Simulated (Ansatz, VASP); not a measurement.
## TeOs: VASP beside Ansatz

The input INCAR:

```
PREC = Accurate
ENCUT = 520
EDIFF = 1E-6
ISMEAR = 0
SIGMA = 0.1
LREAL = False
LASPH = True
NELM = 150
ALGO = Normal
ISIF = 2
LWAVE = False
LCHARG = False
ISPIN = 2
MAGMOM = 0 1
LORBIT = 11
LMAXMIX = 4
GGA = PE
NBANDS = 18
```

Contents of KPOINTS:

```
Automatic mesh
0
Gamma
  6 6 6
```

The input POSCAR:

```
TeOs
1.0
    3.3299713881      0.0000000000      0.0000000000
    0.0000000000      3.3299713881      0.0000000000
    0.0000000000      0.0000000000      3.3299713881
Te Os
1 1
Direct
    0.0000000000      0.0000000000      0.0000000000
    0.5000000000      0.5000000000      0.5000000000
```

Input for Ansatz:

```yaml
crystal:
  lattice:
    - [3.3299713881, 0.0, 0.0]
    - [0.0, 3.3299713881, 0.0]
    - [0.0, 0.0, 3.3299713881]
  atoms:
    - { symbol: Te, position: [0.0, 0.0, 0.0] }
    - { symbol: Os, position: [0.5, 0.5, 0.5], spin: 1.0 }
basis:
  ecutwfc: 420
kpoints:
  mp_grid: { grid: [6, 6, 6] }
hamiltonian:
  xc: pbe
scf:
  occupations: { method: gaussian, width: 0.1 }
  lower_state_search: "off"
output:
  forces: true
  stress: true
  eigenvalues: true
  populations: true
magnetization:
  spin_polarized: true
```

Alike in both runs: task single point; functional PBE; k mesh 6 × 6 × 6; occupations gaussian, width 0.1 eV; collinear spin.

```csv
,VASP,Ansatz
version,VASP 6.6.1,Ansatz 0.2.0
potentials or method,"VASP PAW PBE potentials, release 64 (Te, Os), cutoff 520 eV","scalar-relativistic, plane waves, PAW"
valence electrons in the cell,14,32
```

VASP gave:

```
gap on the k mesh at the Fermi level (eV)                     : none
pressure (GPa)                                                : 0.0
net moment per atom (μB)                                      : 0.04
size of the moment on the site where the two differ most (μB) : 0.10
```

Estimate Ansatz's values.

gap on the k mesh at the Fermi level (eV): none; pressure (GPa): 0.0; net moment per atom (μB): 0.05; size of the moment on the site where the two differ most (μB): 0.09.

Site moments also hang on the region over which each program counts them. A gap of «none» marks a metal or a gap that the smearing closes. VASP's potentials hold 14 valence electrons a cell and Ansatz's 32, so a difference there can come from the potentials and not from the codes. Ansatz's warnings: seeded moment not kept.

Spin-orbit coupling is off throughout.
